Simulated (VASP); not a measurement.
# WS2 in VASP: notebook, part 2 of 3

VASP 6.6.1.

### Step 3. Single point, PBE+D3(BJ) (biaxial strain +0.020, then relaxed in part)

Input file INCAR:

```
SYSTEM = WS2
PREC = Accurate
ENCUT = 520
EDIFF = 1E-6
ISMEAR = 0
SIGMA = 0.02
LREAL = .FALSE.
LASPH = .TRUE.
NELM = 80
ALGO = Normal
ISIF = 2
LWAVE = .FALSE.
LCHARG = .TRUE.
LDIPOL = .TRUE.
IDIPOL = 3
DIPOL = 0.5 0.5 0.500
GGA = PE
IVDW = 12
LELF = .TRUE.
LVHAR = .TRUE.
LVACPOTAV = .TRUE.
NBANDS = 20
```

Input file KPOINTS:

```
regular mesh
0
G
  12 12 1
  0 0 0
```

Input file POSCAR:

```
WS2
1.0
    3.2229345674      0.0000000000      0.0000000000
   -1.6114672837      2.7911432101      0.0000000000
    0.0000000000      0.0000000000     32.2905332550
S W
2 1
Direct
    0.3333333333      0.6666666667      0.4518817647
    0.3333333333      0.6666666667      0.5481182353
    0.6666666667      0.3333333333      0.5000000000
```

Potentials or basis: VASP PAW PBE potentials, release 64 (S, W_sv).

Run with:

```
> cat potpaw_PBE.64/S/POTCAR potpaw_PBE.64/W_sv/POTCAR > POTCAR
> mpirun -np 1 vasp_std > vasp.out
```

Run time: 79 s. Hardware: 1 thread of AMD EPYC 9R45 (Zen 5), shared host; peak memory 0.39 GiB.

It converged, with:

```
Free energy                            : -24.5573 eV
Largest force                          : 0.007 eV/Å
Band gap on the k mesh                 : 1.54 eV (least direct gap 1.66 eV)
Dispersion energy per atom             : -0.299 eV
Ionisation potential of the upper face : 5.63 eV
```

Forces on the atoms (eV/Å):
```
S    0.000  0.000 -0.007
S    0.000  0.000  0.007
W    0.000  0.000  0.000
```

Levels at points of the mesh, in eV from the valence-band top:
```tsv
k point	band 11	band 12	band 13	band 14	band 15	band 16
(0.00, 0.00, 0.00)	-1.83	-1.83	0.00	2.69	2.69	2.89
(0.50, 0.00, 0.00)	-2.12	-1.49	-0.99	2.57	3.05	3.93
```

Caveat: the cell differs from its parent crystal (biaxial strain +0.020, then relaxed in part); spin-orbit coupling is left out, which moves the levels of the heavy elements.

### Step 4. Single point, PBE+D3(BJ) (biaxial strain +0.040, then relaxed in part)

Input file INCAR:

```
PREC = Accurate
ENCUT = 520
EDIFF = 1E-7
ISMEAR = 0
SIGMA = 0.02
LREAL = F
LASPH = T
NELM = 80
ALGO = Normal
ISIF = 2
LWAVE = F
LCHARG = F
LDIPOL = T
IDIPOL = 3
DIPOL = 0.5 0.5 0.500
GGA = PE
IVDW = 12
NBANDS = 20
```

Input file KPOINTS:

```
regular mesh
0
Gamma
  12 12 1
```

Input file POSCAR:

```
WS2
1.0
    3.2861293629      0.0000000000      0.0000000000
   -1.6430646815      2.8458715084      0.0000000000
    0.0000000000      0.0000000000     32.2905332550
S W
2 1
Direct
    0.3333333333      0.6666666667      0.4525179621
    0.3333333333      0.6666666667      0.5474820379
    0.6666666667      0.3333333333      0.5000000000
```

Potentials or basis: VASP PAW PBE potentials, release 64 (S, W_sv).

Run with:

```
> cat potpaw_PBE.64/S/POTCAR potpaw_PBE.64/W_sv/POTCAR > POTCAR
> mpirun -np 1 vasp_std > vasp.out
```

OUTCAR:

```text
PREC = Accurate
   ENCUT = 520
   EDIFF = 1E-7
   ISMEAR = 0
   LREAL = F
   LASPH = T
   NELM = 80
   ISIF = 2
   GGA = PE
   IVDW = 12
 IVDW          = 12

 ion  position               nearest neighbor table
   1  0.333  0.667  0.453-   3 2.44   3 2.44   3 2.44
   2  0.333  0.667  0.547-   3 2.44   3 2.44   3 2.44
   3  0.667  0.333  0.500-   1 2.44   2 2.44   1 2.44   2 2.44   1 2.44   2 2.44

  LATTYP: Found a hexagonal cell.
 ALAT       =     3.2861293629
 C/A-ratio  =     9.8263122626

  Lattice vectors:

 A1 = (   3.2861293629,   0.0000000000,   0.0000000000)
 A2 = (  -1.6430646815,   2.8458715084,   0.0000000000)
 A3 = (   0.0000000000,   0.0000000000,  32.2905332550)

Analysis of symmetry for initial positions (statically):
=====================================================================
 Subroutine PRICEL returns:
 Original cell was already a primitive cell.

 Routine SETGRP: Setting up the symmetry group for a
 hexagonal supercell.

 Subroutine GETGRP returns: Found 12 space group operations
 (whereof 12 operations were pure point group operations)
 out of a pool of 24 trial point group operations.

The static configuration has the point symmetry D_3h.

Analysis of symmetry for dynamics (positions and initial velocities):
=====================================================================
 Subroutine PRICEL returns:
 Original cell was already a primitive cell.

 Routine SETGRP: Setting up the symmetry group for a
 hexagonal supercell.

 Subroutine GETGRP returns: Found 12 space group operations
 (whereof 12 operations were pure point group operations)
 out of a pool of 24 trial point group operations.

The dynamic configuration has the point symmetry D_3h.

 Subroutine INISYM returns: Found 12 space group operations
 (whereof 12 operations are pure point group operations),
 and found     1 'primitive' translations

[... 113 lines left out ...]
  Thomas-Fermi vector in A             =   1.812972
   LORBIT       =      0    0 simple, 1 ext, 2 COOP (PROOUT), +10 PAW based schemes
   GGA     = PE    functional components
   LHFCALC =     F    Hartree Fock is set to
   AEXX    =    0.0000 exact exchange contribution
   IVDW    =    12    specifies the selected vdW correction
   LEPSILON=     F    determine dielectric tensor
   LRPA    =     F    only Hartree local field effects (RPA)
 non-spin polarized calculation
 Gauss-broadening in eV      SIGMA  =   0.02
  energy-cutoff  :      520.00
  volume of cell :      301.98
 maximum number of plane-waves:      8202
   NGX = 13   NGY = 13   NGZ =121

 number of electron      25.9999994 magnetization

 dipolmoment           0.000000      0.000000      0.000000 electrons x Angstroem

 Free energy of the ion-electron system (eV)
  ---------------------------------------------------
  ext. energy  EPLUGINS =         0.00000000
  ---------------------------------------------------
  free energy    TOTEN  =       -23.58642592 eV

  energy without entropy =      -23.58642592  energy(sigma->0) =      -23.58642592

 E-fermi :  -3.1312     XC(G=0):  -2.3272

 val. band max:       -3.2659259923   @ k =   0.0000   0.0000   0.0000
 cond. band min:      -2.1854524871   @ k =   0.3333   0.3333   0.0000
 fundamental gap:      1.0804735053
 Fermi energy:        -3.1311945121

 k-point     1 :       0.0000    0.0000    0.0000
  band No.  band energies     occupation
      1     -77.7209      2.00000
      2     -41.8843      2.00000
      3     -41.8342      2.00000
      4     -41.8342      2.00000
      5     -18.0430      2.00000
      6     -16.3756      2.00000
[... 426 lines left out ...]
     19       3.2348      0.00000
     20       5.6972      0.00000

------------------------ aborting loop because EDIFF is reached ----------------------------------------

 vacuum level on the upper side and lower side of the slab       (xc-potential included)        -0.009        -0.009

 Edisp (eV)   -0.86316

 E8    (eV) :    -0.3882

  FORCE on cell =-STRESS in cart. coord.  units (eV):
  Direction    XX          YY          ZZ          XY          YZ          ZX
  --------------------------------------------------------------------------------------
  -------------------------------------------------------------------------------------
  Total      -3.66396    -3.66396    -0.01920     0.00000     0.00000     0.00000
  in kB     -19.43956   -19.43956    -0.10186     0.00000     0.00000     0.00000
  external pressure =      -12.99 kB  Pullay stress =        0.00 kB

 VOLUME and BASIS-vectors are now :
 -----------------------------------------------------------------------------
  energy-cutoff  :      520.00
  volume of cell :      301.98
      direct lattice vectors                 reciprocal lattice vectors
     3.286129363  0.000000000  0.000000000     0.304309383  0.175693104  0.000000000
    -1.643064682  2.845871508  0.000000000     0.000000000  0.351386209  0.000000000
     0.000000000  0.000000000 32.290533255     0.000000000  0.000000000  0.030968829

 POSITION                                       TOTAL-FORCE (eV/Angst)
 -----------------------------------------------------------------------------------
     -0.00000      1.89725     14.61205        -0.000000      0.000000     -0.002471
     -0.00000      1.89725     17.67849        -0.000000      0.000000      0.002471
      1.64306      0.94862     16.14527         0.000000     -0.000000      0.000000
 -----------------------------------------------------------------------------------
    total drift:                               -0.000000      0.000000      0.000000

  FREE ENERGIE OF THE ION-ELECTRON SYSTEM (eV)
  ---------------------------------------------------
  free  energy   TOTEN  =       -24.4495843109 eV

  energy  without entropy=      -24.4495843109  energy(sigma->0) =      -24.44958431

 vacuum level on the upper side and lower side of the slab         2.226         2.226
```

stdout:

```text
POSCAR found type information on POSCAR S W
 POSCAR found :  2 types and       3 ions
 scaLAPACK will be used
 LDA part: xc-table for (Slater+PW92), standard interpolation
 POSCAR, INCAR and KPOINTS ok, starting setup
 FFT: planning ... GRIDC
 FFT: planning ... GRID_SOFT
 FFT: planning ... GRID
 WAVECAR not read
 entering main loop
```

It took 92 s on 1 thread of AMD EPYC 9R45 (Zen 5), shared host; peak memory 0.39 GiB.

What came out:

* Free energy: -24.4496 eV
* Band gap on the k mesh: 1.08 eV (least direct gap 1.44 eV)
* Dispersion energy per atom: -0.288 eV

Forces in eV/Å, atoms in the order of the input:
```
S    0.000  0.000 -0.002
S    0.000  0.000  0.002
W    0.000  0.000  0.000
```

Caveat: the cell differs from its parent crystal (biaxial strain +0.040, then relaxed in part); spin-orbit coupling is left out, which moves the levels of the heavy elements.

### Step 5. Single point, PBE+D3(BJ) (biaxial strain +0.070, then relaxed in part)

Input file INCAR:

```
PREC = Accurate
ENCUT = 520
EDIFF = 1E-6
ISMEAR = 0
SIGMA = 0.02
LREAL = False
LASPH = True
NELM = 80
ALGO = Normal
ISIF = 2
LWAVE = False
LCHARG = False
LDIPOL = True
IDIPOL = 3
DIPOL = 0.5 0.5 0.500
GGA = PE
IVDW = 12
NBANDS = 20
```

Input file KPOINTS:

```
Automatic mesh
0
Gamma
  12 12 1
```

Input file POSCAR:

```
WS2
1.0
    3.3809215560      0.0000000000      0.0000000000
   -1.6904607780      2.9279639557      0.0000000000
    0.0000000000      0.0000000000     32.2905332550
S W
2 1
Direct
    0.3333333333      0.6666666667      0.4533969276
    0.3333333333      0.6666666667      0.5466030724
    0.6666666667      0.3333333333      0.5000000000
```

Run with:

```
> cat potpaw_PBE.64/S/POTCAR potpaw_PBE.64/W_sv/POTCAR > POTCAR
> mpirun -np 1 vasp_std > vasp.out
```

Run time: 1.8 min. Hardware: 1 thread of AMD EPYC 9R45 (Zen 5), shared host; peak memory 0.48 GiB.

Results (log left out):

| Quantity | Value |
| --- | --- |
| Free energy | -24.1736 eV |
| Band gap on the k mesh | 0.52 eV (least direct gap 1.19 eV) |
| Dispersion energy per atom | -0.272 eV |

Levels at points of the mesh, in eV from the valence-band top:
```tsv
k point	band 11	band 12	band 13	band 14	band 15	band 16
(0.00, 0.00, 0.00)	-2.53	-1.95	0.00	1.95	1.95	2.28
(0.50, 0.00, 0.00)	-2.29	-2.11	-1.25	1.57	1.88	3.30
```

Caveat: the cell differs from its parent crystal (biaxial strain +0.070, then relaxed in part); spin-orbit coupling is left out, which moves the levels of the heavy elements.

(Continued in part 3 of 3.)
